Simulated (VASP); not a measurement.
Set up this calculation in VASP 6.6.1, as the native input.

```yaml
Task: relaxation of shape and atoms at fixed volume
Functional: PBEsol
Potentials_or_basis: VASP PAW PBE potentials, release 64 (Ru_pv)
Cutoff: 600 eV
k_mesh: 18 × 18 × 10
Occupations: fermi-dirac, width 0.08 eV
Spin: no spin polarisation
Dipole_correction: no
Further_INCAR_settings: ALGO = Normal; EDIFF = 1e-06; IBRION = 2; EDIFFG = -0.005; NSW = 50; ISIF = 4
```

The structure of Ru lies in POSCAR:

```
Ru
1.0
    2.2690721436      0.0000000000      0.0000000000
   -1.1345360718      1.9650741194      0.0000000000
    0.0000000000      0.0000000000      3.5855390595
Ru
2
Direct
    0.3333333333      0.6666666667      0.2500000000
    0.6666666667      0.3333333333      0.7500000000
```

One way to write it, as run:

INCAR

```
SYSTEM = Ru
  PREC = Accurate
  ENCUT = 600
  EDIFF = 1E-6
  ISMEAR = -1
  SIGMA = 0.08
  LREAL = .False.
  LASPH = .True.
  NELM = 60
  ALGO = Normal
  ISIF = 4
  LWAVE = .False.
  LCHARG = .False.
  GGA = PS
  IBRION = 2
  NSW = 50
  EDIFFG = -0.005
```

KPOINTS

```
Automatic mesh
0
Gamma
  18 18 10
  0 0 0
```

Potentials or basis: VASP PAW PBE potentials, release 64 (Ru_pv).

Launch:

```sh
$ cat potpaw_PBE.64/Ru_pv/POTCAR > POTCAR
$ mpirun -np 1 vasp_std > vasp.out
```

Results of the run:

```yaml
Energy_gained_by_relaxing: 10.3 meV/atom
Ionic_steps: 19
Pressure_after_relaxing: 573.9 GPa
Band_gap_on_the_k_mesh: zero (bands 14 and 15 overlap by 7.12 eV)
```

Caveat: the PAW data sets were made with another functional, which shifts forces and pressure a little.

Run time: 2.2 min on 1 thread of Intel(R) Xeon(R) 6975P-C (Granite Rapids) (shared host), peak memory 0.18 GiB.
